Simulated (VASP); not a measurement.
InO: single point with PBEsol+D3(BJ)

InO, a slab with vacuum:

```
CELL_PARAMETERS angstrom
3.39790 0.00000 0.00000
-1.69895 2.94267 0.00000
0.00000 0.00000 16.40202
ATOMIC_POSITIONS crystal
In 0.66667 0.33333 0.59002
In 0.66667 0.33333 0.40998
O 0.00000 0.00000 0.63987
O 0.00000 0.00000 0.36013
```

This cell differs from its parent crystal: ratio of the length along z to the lengths across it x 1.05, volume and fractional coordinates fixed.

```json
{
 "Program": "VASP 6.6.1",
 "Task": "single point",
 "Functional": "PBEsol",
 "Dispersion": "D3(BJ)",
 "Potentials or basis": "VASP PAW PBE potentials, release 64 (In_d, O)",
 "Cutoff": "520 eV",
 "k mesh": "12 × 12 × 4",
 "Occupations": "gaussian, width 0.03 eV",
 "Spin": "no spin polarisation"
}
```

* Largest force: 0.418 eV/Å
* Band gap on the k mesh: 0.17 eV (least direct gap 1.12 eV)
* Dispersion energy per atom: -0.126 eV

Forces on the atoms (eV/Å):
```
In   0.000  0.000 -0.418
In   0.000  0.000  0.418
O    0.000  0.000 -0.201
O    0.000  0.000  0.201
```

Levels at points of the mesh, in eV from the valence-band top:
| k point | band 17 | band 18 | band 19 | band 20 | band 21 | band 22 |
| --- | --- | --- | --- | --- | --- | --- |
| (0.00, 0.00, 0.00) | -1.86 | -1.86 | -0.95 | 0.17 | 3.07 | 6.10 |
| (0.50, 0.00, 0.00) | -2.72 | -2.29 | -0.33 | 2.14 | 3.94 | 4.92 |
| (0.00, 0.00, 0.50) | -1.86 | -1.86 | -0.95 | 0.17 | 3.07 | 5.91 |
| (0.50, 0.00, 0.50) | -2.72 | -2.29 | -0.33 | 2.14 | 3.94 | 4.92 |

It took 5.2 min on 1 thread of Intel(R) Xeon(R) Platinum 8488C (Sapphire Rapids), with other jobs on the host, peak memory 0.43 GiB.

Caveat: there is no dipole correction, which matters where the two faces differ; semilocal functionals underestimate gaps, and a narrow one can read as zero; the PAW data sets were made with another functional, which shifts forces and pressure a little; spin-orbit coupling is left out, which moves the levels of the heavy elements.
